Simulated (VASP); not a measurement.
# Al3GaN4 (Pm) in VASP: a series of runs

Runs on Al3GaN4. Level: PBEsol. Tasks: single point.

All numbers are computed with VASP 6.6.1; they aren't measurements. Logs are shortened: lines on timing, memory, paths and dates and some standing lists are left out, and cuts for length are marked.

## 1. The cell of the first run

The structure is monoclinic, space group Pm (No. 6). Conventional cell: a = 5.245 Å, b = 3.255 Å, c = 5.418 Å, α = 90.00°, β = 90.03°, γ = 90.00°. Within 2.5 Å of Al (site symmetry m) lie 4 N at 1.89 to 1.98 Å. Al (site symmetry m) has 4 N at 1.91 to 1.97 Å within 2.5 Å. Within 2.5 Å of Al (site symmetry m) lie 4 N at 1.90 to 1.98 Å. Within 2.6 Å of Ga (site symmetry m) lie 4 N at 1.95 to 2.04 Å. N (site symmetry m) has 3 Al at 1.90 to 1.95 Å and 1 Ga at 2.04 Å within 2.5 Å. N (site symmetry m) has 4 Al at 1.91 to 1.98 Å within 2.5 Å. Within 2.5 Å of N (site symmetry m) lie 2 Al at 1.89 to 1.97 Å and 2 Ga at 1.99 Å. N (site symmetry m) has 3 Al at 1.95 to 1.98 Å and 1 Ga at 1.95 Å within 2.6 Å.

## 2. Single point, PBEsol (strain +0.040 along x and y, +0.000 along z)

INCAR

```
SYSTEM = Al3GaN4
  ALGO = Normal
  EDIFF = 1E-7
  ENCUT = 520
  GGA = PS
  ISIF = 2
  ISMEAR = 0
  LASPH = .True.
  LCHARG = .False.
  LREAL = .False.
  LWAVE = .False.
  NBANDS = 31
  NELM = 60
  PREC = Accurate
  SIGMA = 0.05
```

KPOINTS

```
k-points
0
Gamma
  6 8 4
  0 0 0
```

POSCAR

```
Al3GaN4
1.0
    5.2451442902      0.0000000000      0.0001149907
    0.0000000000      3.2552768533      0.0000000000
   -0.0033657072      0.0000000000      5.4179919474
Al Ga N
3 1 4
Direct
    0.5002300423      0.5000000000      0.1673295664
    0.0009207036      0.5000000000      0.8348055932
    0.0010880650      0.0000000000      0.3316926342
    0.4994217138      0.0000000000      0.6662009016
    0.1111724737      0.0000000000      0.6663292503
    0.1224543238      0.5000000000      0.1671578647
    0.6251234799      0.5000000000      0.8401923551
    0.6231881979      0.0000000000      0.3262928345
```

Potentials or basis: VASP PAW PBE potentials, release 64 (Al, Ga_d, N).

The run is started by

```console
$ cat potpaw_PBE.64/Al/POTCAR potpaw_PBE.64/Ga_d/POTCAR potpaw_PBE.64/N/POTCAR > POTCAR
$ mpirun -np 1 vasp_std > vasp.out
```

OUTCAR:

```text
SYSTEM = Al3GaN4
   EDIFF = 1E-7
   ENCUT = 520
   GGA = PS
   ISIF = 2
   ISMEAR = 0
   LASPH = .True.
   LREAL = .False.
   NELM = 60
   PREC = Accurate

 ion  position               nearest neighbor table
   1  0.500  0.500  0.167-   7 1.89   8 1.95   8 1.95   6 1.98   2 3.18   2 3.19   3 3.21   3 3.21
                             3 3.22   3 3.22
   2  0.001  0.500  0.835-   6 1.91   5 1.95   5 1.95   7 1.97   3 3.15   3 3.15   3 3.17   3 3.17
                             1 3.18   1 3.19
   3  0.001  0.000  0.332-   5 1.90   6 1.96   6 1.96   8 1.98   2 3.15   2 3.15   2 3.17   2 3.17
                             1 3.21   1 3.21   1 3.22   1 3.22
   4  0.499  0.000  0.666-   8 1.95   7 1.99   7 1.99   5 2.04
   5  0.111  0.000  0.666-   3 1.90   2 1.95   2 1.95   4 2.04
   6  0.122  0.500  0.167-   2 1.91   3 1.96   3 1.96   1 1.98
   7  0.625  0.500  0.840-   1 1.89   2 1.97   4 1.99   4 1.99
   8  0.623  0.000  0.326-   1 1.95   1 1.95   4 1.95   3 1.98

  LATTYP: Found a simple monoclinic cell.
 ALAT       =     5.2451442915
 B/A-ratio  =     0.6206267497
 C/A-ratio  =     1.0329540413
 COS(beta)  =    -0.0005992860

  Lattice vectors:

 A1 = (   5.2451442902,   0.0000000000,   0.0001149907)
 A2 = (   0.0000000000,   3.2552768533,   0.0000000000)
 A3 = (  -0.0033657072,   0.0000000000,   5.4179919474)

Analysis of symmetry for initial positions (statically):
=====================================================================
 Subroutine PRICEL returns:
 Original cell was already a primitive cell.

 Routine SETGRP: Setting up the symmetry group for a
 simple monoclinic supercell.

 Subroutine GETGRP returns: Found  2 space group operations
 (whereof  2 operations were pure point group operations)
 out of a pool of  4 trial point group operations.

The static configuration has the point symmetry C_1h.

Analysis of symmetry for dynamics (positions and initial velocities):
=====================================================================
 Subroutine PRICEL returns:
 Original cell was already a primitive cell.

 Routine SETGRP: Setting up the symmetry group for a
 simple monoclinic supercell.

 Subroutine GETGRP returns: Found  2 space group operations
 (whereof  2 operations were pure point group operations)
 out of a pool of  4 trial point group operations.

The dynamic configuration has the point symmetry C_1h.

 Subroutine INISYM returns: Found  2 space group operations
 (whereof  2 operations are pure point group operations),
 and found     1 'primitive' translations

[... 105 lines left out ...]
   NELM   =     60;   NELMIN=  2; NELMDL= -5     # of ELM steps
   EDIFF  = 0.1E-06   stopping-criterion for ELM
   LREAL  =      F    real-space projection
   EDIFFG = 0.1E-05   stopping-criterion for IOM
   NSW    =      0    number of steps for IOM
   IBRION =     -1    ionic relax: 0-MD 1-quasi-New 2-CG
   NFREE  =      0    steps in history (QN), initial steepest desc. (CG)
   ISIF   =      2    stress and relaxation
   ISYM   =      2    0-nonsym 1-usesym 2-fastsym
   POTIM  = 0.5000    time-step for ionic-motion
   TEBEG  =    0.0;   TEEND  =   0.0 temperature during run
   PSTRESS=    0.0 pullay stress
   NELECT =      42.0000    total number of electrons
   NUPDOWN=      -1.0000    fix difference up-down
   EMIN   =  10.00;   EMAX   =-10.00  energy-range for DOS
   EFERMI =   0.00;   METHOD = LEGACY
   ISMEAR =     0;   SIGMA  =   0.05  broadening in eV -4-tet -1-fermi 0-gaus
   EFERMI_NEDOS =   21; number of points for ismear=-14 and -15
   IALGO  =     38    algorithm
   IMIX   =      4    mixing-type and parameters
     AMIX     =   0.40;   BMIX     =  1.00
     AMIX_MAG =   1.60;   BMIX_MAG =  1.00
  volume/ion in A,a.u.               =      11.56        78.04
  Fermi-wavevector in a.u.,A,eV,Ry     =   1.258240  2.377728 21.540293  1.583167
  Thomas-Fermi vector in A             =   2.391859
   LORBIT       =      0    0 simple, 1 ext, 2 COOP (PROOUT), +10 PAW based schemes
   GGA     = PS    functional components
   LHFCALC =     F    Hartree Fock is set to
   AEXX    =    0.0000 exact exchange contribution
   IVDW    =     0    specifies the selected vdW correction
   LEPSILON=     F    determine dielectric tensor
   LRPA    =     F    only Hartree local field effects (RPA)
 non-spin polarized calculation
 Gauss-broadening in eV      SIGMA  =   0.05
  energy-cutoff  :      520.00
  volume of cell :       92.51
 maximum number of plane-waves:      2520
   NGX = 19   NGY = 13   NGZ = 21

 number of electron      41.9999998 magnetization

 Free energy of the ion-electron system (eV)
  ---------------------------------------------------
  ext. energy  EPLUGINS =         0.00000000
  ---------------------------------------------------
  free energy    TOTEN  =       -59.67575470 eV

  energy without entropy =      -59.67575470  energy(sigma->0) =      -59.67575470

 E-fermi :   5.3370     XC(G=0): -10.9633

 val. band max:        5.0504858925   @ k =   0.0000   0.0000   0.0000
 cond. band min:       7.8687425260   @ k =   0.0000   0.0000   0.0000
 fundamental gap:      2.8182566335
 Fermi energy:         5.3370073350

 k-point     1 :       0.0000    0.0000    0.0000
  band No.  band energies     occupation
      1      -9.8027      2.00000
      2      -8.6991      2.00000
      3      -8.6586      2.00000
      4      -7.8322      2.00000
      5      -7.7680      2.00000
      6      -7.7044      2.00000
[... 805 lines left out ...]
     30      15.2283      0.00000
     31      15.6798      0.00000

 [... further k-points ...]
[... 5 lines left out ...]
  --------------------------------------------------------------------------------------
  -------------------------------------------------------------------------------------
  Total       -9.7112728     -9.7126744     -3.1888747      0.0000000      0.0000000     -0.0221997
  in kB     -168.1910974   -168.2153724    -55.2286346      0.0000000      0.0000000     -0.3844810
  external PRESSURE =    -130.5450348 kB  Pullay stress =       0.0000000 kB

 VOLUME and BASIS-vectors are now :
 -----------------------------------------------------------------------------
  energy-cutoff  :      520.00
  volume of cell :       92.51
      direct lattice vectors                 reciprocal lattice vectors
     5.245144290  0.000000000  0.000114991     0.190652522  0.000000000  0.000118435
     0.000000000  3.255276853  0.000000000     0.000000000  0.307193534  0.000000000
    -0.003365707  0.000000000  5.417991947    -0.000004046  0.000000000  0.184570224

 POSITION                                       TOTAL-FORCE (eV/Angst)
 -----------------------------------------------------------------------------------
      2.62322      1.62764      0.90665        -0.143612      0.000000      0.236398
      0.00202      1.62764      4.52297        -0.188177      0.000000     -0.253274
      0.00459      0.00000      1.79711        -0.151252      0.000000     -0.237552
      2.61730      0.00000      3.60953        -0.098864      0.000000      0.274447
      0.58087      0.00000      3.61018         0.133418      0.000000      0.325001
      0.64173      1.62764      0.90567         0.150824      0.000000      0.275514
      3.27604      1.62764      4.55223         0.179356      0.000000     -0.322698
      3.26761      0.00000      1.76792         0.118308      0.000000     -0.297836
 -----------------------------------------------------------------------------------
    total drift:                               -0.001314      0.000000     -0.000791

  FREE ENERGIE OF THE ION-ELECTRON SYSTEM (eV)
  ---------------------------------------------------
  free  energy   TOTEN  =       -59.6757546952 eV

  energy  without entropy=      -59.6757546952  energy(sigma->0) =      -59.67575470
```

OSZICAR:

```text
N       E                     dE             d eps       ncg     rms          rms(c)
DAV:   1     0.325560637709E+03    0.32556E+03   -0.18989E+04  4661   0.165E+03
DAV:   2    -0.199400723039E+02   -0.34550E+03   -0.32070E+03  5118   0.455E+02
DAV:   3    -0.657680266184E+02   -0.45828E+02   -0.45188E+02  4951   0.129E+02
DAV:   4    -0.677294879786E+02   -0.19615E+01   -0.19528E+01  5866   0.302E+01
DAV:   5    -0.677720999500E+02   -0.42612E-01   -0.42592E-01  5161   0.412E+00    0.154E+01
DAV:   6    -0.596726641489E+02    0.80994E+01   -0.26202E+01  6799   0.470E+01    0.539E+00
DAV:   7    -0.597591388448E+02   -0.86475E-01   -0.23398E+00  5126   0.945E+00    0.389E+00
DAV:   8    -0.597028144720E+02    0.56324E-01   -0.39552E-01  5764   0.498E+00    0.104E+00
DAV:   9    -0.596750196200E+02    0.27795E-01   -0.91948E-02  6484   0.369E+00    0.497E-01
DAV:  10    -0.596755130247E+02   -0.49340E-03   -0.15181E-02  5317   0.667E-01    0.208E-01
DAV:  11    -0.596757477184E+02   -0.23469E-03   -0.57434E-04  6115   0.185E-01    0.289E-02
DAV:  12    -0.596757546569E+02   -0.69385E-05   -0.92890E-05  6228   0.834E-02    0.179E-02
DAV:  13    -0.596757550885E+02   -0.43162E-06   -0.10803E-05  5416   0.329E-02    0.122E-02
DAV:  14    -0.596757549182E+02    0.17027E-06   -0.20534E-06  5782   0.101E-02    0.656E-03
DAV:  15    -0.596757547526E+02    0.16557E-06   -0.77835E-07  6315   0.773E-03    0.348E-03
DAV:  16    -0.596757546952E+02    0.57465E-07   -0.10777E-07  3755   0.202E-03
   1 F= -.59675755E+02 E0= -.59675755E+02  d E =-.805075E-18
```

It took 5.4 min on 1 thread of AMD EPYC 7R13, shared host; peak memory 0.28 GiB.

Results:

* Free energy: -59.6758 eV
* Pressure: -13.1 GPa
* Largest force: 0.369 eV/Å
* Band gap on the k mesh: 2.82 eV, direct

Forces in eV/Å, atoms in the order of the input:
```
Al  -0.144  0.000  0.236
Al  -0.188  0.000 -0.253
Al  -0.151  0.000 -0.238
Ga  -0.099  0.000  0.274
N    0.133  0.000  0.325
N    0.151  0.000  0.276
N    0.179  0.000 -0.323
N    0.118  0.000 -0.298
```

Caveat: the cell differs from its parent crystal (strain +0.040 along x and y, +0.000 along z); the PAW data sets were made with another functional, which shifts forces and pressure a little.

[end of part 1 of 2]
